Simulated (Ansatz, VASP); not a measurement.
# CaSe in VASP and in Ansatz

The input INCAR:

```
ALGO     = Normal         # electronic algorithm
EDIFF    = 1E-7           # SCF threshold, eV
ENCUT    = 520            # plane-wave cutoff, eV
GGA      = PE             # functional
ISIF     = 2              # what is computed and relaxed
ISMEAR   = -1             # smearing method
LASPH    = True           # aspherical terms in the spheres
LCHARG   = False          # write CHGCAR
LREAL    = False          # projectors in reciprocal space
LWAVE    = False          # write WAVECAR
NBANDS   = 15             # bands
NELM     = 100            # most SCF steps
PREC     = Accurate       # precision mode
SIGMA    = 0.02           # smearing width, eV
```

KPOINTS

```
k-points
0
Gamma
  6 6 6
```

The input POSCAR:

```
CaSe
1.0
    0.0000000000      3.1214865131      3.2795613712
    3.1214865131      0.0000000000      3.2795613712
    3.1214865131      3.1214865131      0.0000000000
Ca Se
1 1
Direct
    0.0000000000      0.0000000000      0.0000000000
    0.2500000000      0.2500000000      0.2500000000
```

Input for Ansatz:

```yaml
crystal:
  lattice:
    - [0.0, 3.1214865131, 3.2795613712]
    - [3.1214865131, 0.0, 3.2795613712]
    - [3.1214865131, 3.1214865131, 0.0]
  atoms:
    - { symbol: Ca, position: [0.0, 0.0, 0.0] }
    - { symbol: Se, position: [0.25, 0.25, 0.25] }
kpoints:
  mp_grid: { grid: [6, 6, 6] }
  band_path:
    path:
      - [0.0, 0.0, 0.0]
      - [-0.5, -0.5, 0.0]
      - [-0.375, -0.375, 0.25]
      - [-0.375, 0.0, 0.375]
      - [0.0, 0.0, 0.5]
      - [-0.5, -0.25, 0.25]
      - [-0.2625, 0.0, 0.2625]
    npoints: 1
hamiltonian:
  xc: pbe
scf:
  occupations: { method: fermi_dirac, width: 0.02 }
  n_extra_bands: 4
output:
  forces: true
  stress: true
  eigenvalues: true
```

Change from the starting cell: biaxial_xy strain -4.8%.

Alike in both runs: task single point; functional PBE; k mesh 6 × 6 × 6; occupations fermi-dirac, width 0.02 eV; no spin polarisation.

```csv
,VASP,Ansatz
version,VASP 6.6.1,Ansatz 0.2.0
potentials or method,"VASP PAW PBE potentials, release 64 (Ca_sv, Se)","plane waves, PAW"
plane-wave cutoff (eV),520,420
valence electrons in the cell,16,26
```

|  | VASP | Ansatz | Ansatz less VASP |
| --- | --- | --- | --- |
| gap on the k mesh at the Fermi level (eV) | 3.39 | 3.40 | +0.005 |
| pressure (GPa) | 4.7 | 4.5 | -0.15 |

The functional is the same, so the differences come from potentials, cutoffs and numerics. VASP's potentials hold 16 valence electrons a cell and Ansatz's 26, so a difference there can come from the potentials and not from the codes.
